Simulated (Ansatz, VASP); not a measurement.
# Two plane-wave programs on GdO

INCAR

```
PREC     = Accurate       # precision mode
ENCUT    = 520            # plane-wave cutoff, eV
EDIFF    = 1E-6           # SCF threshold, eV
ISMEAR   = -1             # smearing method
SIGMA    = 0.05           # smearing width, eV
LREAL    = False          # projectors in reciprocal space
LASPH    = True           # aspherical terms in the spheres
NELM     = 150            # most SCF steps
ALGO     = Normal         # electronic algorithm
ISIF     = 2              # what is computed and relaxed
LWAVE    = False          # write WAVECAR
LCHARG   = False          # write CHGCAR
ISPIN    = 2              # spin polarisation
MAGMOM   = 8.5 0          # initial moments
LORBIT   = 11             # projections on sites
LMAXMIX  = 6              # l up to which the mixer works
GGA      = PE             # functional
NBANDS   = 23             # bands
```

The input KPOINTS:

```
regular mesh
0
Gamma
  10 10 9
```

File POSCAR:

```
GdO
1.0
    3.1132995800      0.0000000000      0.0000000000
   -1.5566497900      2.6961965200      0.0000000000
    0.0000000000      0.0000000000      3.0384261400
Gd O
1 1
Direct
    0.0000000000      0.0000000000      0.0000000000
    0.6666666667      0.3333333333      0.5000000000
```

Contents of input.yaml:

```yaml
crystal:
  lattice:
    - [3.11329958, 0.0, 0.0]
    - [-1.55664979, 2.69619652, 0.0]
    - [0.0, 0.0, 3.03842614]
  atoms:
    - { symbol: Gd, position: [0.0, 0.0, 0.0], spin: 8.5 }
    - { symbol: O, position: [0.6666666667, 0.3333333333, 0.5] }
hamiltonian:
  xc: pbe
  pseudopotentials: { kind: paw }
magnetization:
  spin_polarized: true
kpoints:
  mp_grid: { grid: [10, 10, 9] }
scf:
  occupations: { method: fermi_dirac, width: 0.05 }
output:
  forces: true
  stress: true
  eigenvalues: true
```

Alike in both runs: task single point; functional PBE; k mesh 10 × 10 × 9; occupations fermi-dirac, width 0.05 eV; collinear spin.

```csv
,VASP,Ansatz
version,VASP 6.6.1,Ansatz 0.2.0
potentials or method,"VASP PAW PBE potentials, release 64 (Gd, O)",Ansatz PAW
plane-wave cutoff (eV),520,420
valence electrons in the cell,24,24
```

```csv
,VASP,Ansatz,Ansatz less VASP
gap on the k mesh at the Fermi level (eV),none,none,-
net moment per atom (μB),3.59,3.56,-0.035
size of the moment on the site where the two differ most (μB),6.83,6.78,-0.051
```

Site moments also hang on the region over which each program counts them. A gap of «none» marks a metal or a gap that the smearing closes.

Spin-orbit coupling is off throughout.
